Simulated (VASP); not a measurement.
# BaTiO3 (R3m) in VASP: further runs, part 2 of 2

VASP 6.6.1.

## Step 3: Relaxation of the atoms, PBE (z stretched by +3 %)

Contents of INCAR:

```
SYSTEM = BaTiO3
ALGO     = Normal         ! electronic algorithm
EDIFF    = 1E-7           ! SCF threshold, eV
EDIFFG   = -0.02          ! ionic threshold
ENCUT    = 520            ! plane-wave cutoff, eV
GGA      = PE             ! functional
IBRION   = 2              ! ionic algorithm
ISIF     = 2              ! what is computed and relaxed
ISMEAR   = -1             ! smearing method
LASPH    = .TRUE.         ! aspherical terms in the spheres
LCHARG   = .FALSE.        ! write CHGCAR
LREAL    = .FALSE.        ! projectors in reciprocal space
LWAVE    = .FALSE.        ! write WAVECAR
NELM     = 60             ! most SCF steps
NSW      = 80             ! ionic steps
PREC     = Accurate       ! precision mode
SIGMA    = 0.02           ! smearing width, eV
```

Contents of KPOINTS:

```
k-points
0
G
  8 8 8
  0 0 0
```

Contents of POSCAR:

```
BaTiO3
1.0
    2.8276671207      1.6325543733      2.3872639731
   -2.8276671207      1.6325543733      2.3872639731
    0.0000000000     -3.2651087466      2.3872639731
Ba Ti O
1 1 3
Direct
   -0.0019542700     -0.0019542700     -0.0019542700
    0.4863645393      0.4863645393      0.4863645393
    0.5100995850      0.5100995850      0.0166905607
    0.0166905607      0.5100995850      0.5100995850
    0.5100995850      0.0166905607      0.5100995850
```

Potentials or basis: VASP PAW PBE potentials, release 64 (Ba_sv, Ti_sv, O).

Started as:

```bash
cat potpaw_PBE.64/Ba_sv/POTCAR potpaw_PBE.64/Ti_sv/POTCAR potpaw_PBE.64/O/POTCAR > POTCAR
mpirun -np 1 vasp_std > vasp.out
```

OUTCAR:

```text
SYSTEM = BaTiO3
   EDIFF = 1E-7
   EDIFFG = -0.02
   ENCUT = 520
   GGA = PE
   IBRION = 2
   ISIF = 2
   ISMEAR = -1
   LASPH = .TRUE.
   LREAL = .FALSE.
   NELM = 60
   NSW = 80
   PREC = Accurate

 ion  position               nearest neighbor table
   1  0.998  0.998  0.998-   3 2.82   4 2.82   5 2.82   4 2.83   5 2.83   5 2.83   4 2.83   3 2.83
                             3 2.83   3 2.97   4 2.97   5 2.97   2 3.45   2 3.45   2 3.45   2 3.50
   2  0.486  0.486  0.486-   3 1.90   4 1.90   5 1.90   3 2.15   4 2.15   5 2.15   1 3.45   1 3.45
                             1 3.45   1 3.50   1 3.51   1 3.51   1 3.51   1 3.66
   3  0.510  0.510  0.017-   2 1.90   2 2.15   1 2.82   1 2.83   1 2.83   1 2.97
   4  0.017  0.510  0.510-   2 1.90   2 2.15   1 2.82   1 2.83   1 2.83   1 2.97
   5  0.510  0.017  0.510-   2 1.90   2 2.15   1 2.82   1 2.83   1 2.83   1 2.97

  LATTYP: Found a trigonal (rhomboedric) cell.
 ALAT       =     4.0447452830
 COS(alpha) =     0.0225282711

  Lattice vectors:

 A1 = (   2.8276671207,   1.6325543733,   2.3872639731)
 A2 = (  -2.8276671207,   1.6325543733,   2.3872639731)
 A3 = (   0.0000000000,  -3.2651087466,   2.3872639731)

Analysis of symmetry for initial positions (statically):
=====================================================================
 Subroutine PRICEL returns:
 Original cell was already a primitive cell.

 Routine SETGRP: Setting up the symmetry group for a
 trigonal (rhombohedral) supercell.
[... 181 lines left out ...]
  Total        1.4764710      1.4764710     -1.1386566     -0.0000000      0.0000000      0.0000000
  in kB       35.7756784     35.7756784    -27.5902565     -0.0000000      0.0000000      0.0000000
  external PRESSURE =      14.6537001 kB  Pullay stress =       0.0000000 kB
[... 221 lines left out ...]
--------------------------------------- Ionic step        7  -------------------------------------------

 number of electron      40.0000002 magnetization

 Free energy of the ion-electron system (eV)
  ---------------------------------------------------
  ext. energy  EPLUGINS =         0.00000000
  ---------------------------------------------------
  free energy    TOTEN  =       -40.02416224 eV

  energy without entropy =      -40.02416224  energy(sigma->0) =      -40.02416224

 E-fermi :   3.9148     XC(G=0): -11.0734

 val. band max:        3.5054799928   @ k =   0.5000   0.5000   0.5000
 cond. band min:       6.0041592119   @ k =   0.0000   0.0000   0.0000
 fundamental gap:      2.4986792191
 Fermi energy:         3.9147637290

 k-point     1 :       0.0000    0.0000    0.0000
  band No.  band energies     occupation
      1     -52.7859      2.00000
      2     -29.0439      2.00000
      3     -29.0439      2.00000
      4     -29.0256      2.00000
      5     -21.3387      2.00000
      6     -13.2147      2.00000
[... 637 lines left out ...]
     23       7.1858      0.00000
     24       8.4736      0.00000

 [... further k-points ...]

------------------------ aborting loop because EDIFF is reached ----------------------------------------

  FORCE on cell =-STRESS in cart. coord.  units (eV):
  Direction    XX          YY          ZZ          XY          YZ          ZX
  --------------------------------------------------------------------------------------
  -------------------------------------------------------------------------------------
  Total        1.9600107      1.9600107     -0.4024596      0.0000000     -0.0000000      0.0000000
  in kB       47.4921015     47.4921015     -9.7518100      0.0000000     -0.0000000      0.0000000
  external PRESSURE =      28.4107976 kB  Pullay stress =       0.0000000 kB
[... 20 lines left out ...]
  FREE ENERGIE OF THE ION-ELECTRON SYSTEM (eV)
  ---------------------------------------------------
  free  energy   TOTEN  =       -40.0241622401 eV

  energy  without entropy=      -40.0241622401  energy(sigma->0) =      -40.02416224

 reached required accuracy - stopping structural energy minimisation
```

Run time: 6.4 min. Hardware: 1 thread of Oxide Virtual Turin-like, shared host; peak memory 0.21 GiB.

Results:

* Free energy: -40.0242 eV
* Energy gained by relaxing: 1.7 meV/atom
* Ionic steps: 7
* Pressure after relaxing: 2.8 GPa
* Largest force after relaxing: 0.006 eV/Å
* Band gap on the k mesh: 2.50 eV (least direct gap 2.92 eV)

Forces on the atoms (eV/Å):
```
Ba   0.000  0.000 -0.001
Ti   0.000  0.000 -0.006
O    0.000 -0.005  0.002
O    0.005  0.003  0.002
O   -0.005  0.003  0.002
```

Step by step:
```tsv
step	energy change (eV)	largest force (eV/Å)	pressure (GPa)
1	0.0000	0.3038	1.47
2	-0.0057	0.1691	2.16
3	-0.0073	0.0710	2.79
4	-0.0080	0.0498	2.82
5	-0.0082	0.0423	2.85
6	-0.0083	0.0208	2.85
7	-0.0084	0.0057	2.84
```

Final structure:
```
Ba Ti O
1.0
     2.82767    1.63255    2.38726
    -2.82767    1.63255    2.38726
     0.00000   -3.26511    2.38726
Ba Ti O
1 1 3
Direct
  0.99620 0.99620 0.99620
  0.48213 0.48213 0.48213
  0.51175 0.51175 0.01949
  0.01949 0.51175 0.51175
  0.51175 0.01949 0.51175
```

Caveat: the cell differs from its parent crystal (z stretched by +3 %); spin-orbit coupling is left out, which moves the levels of the heavy elements. A k mesh can miss the band edges.
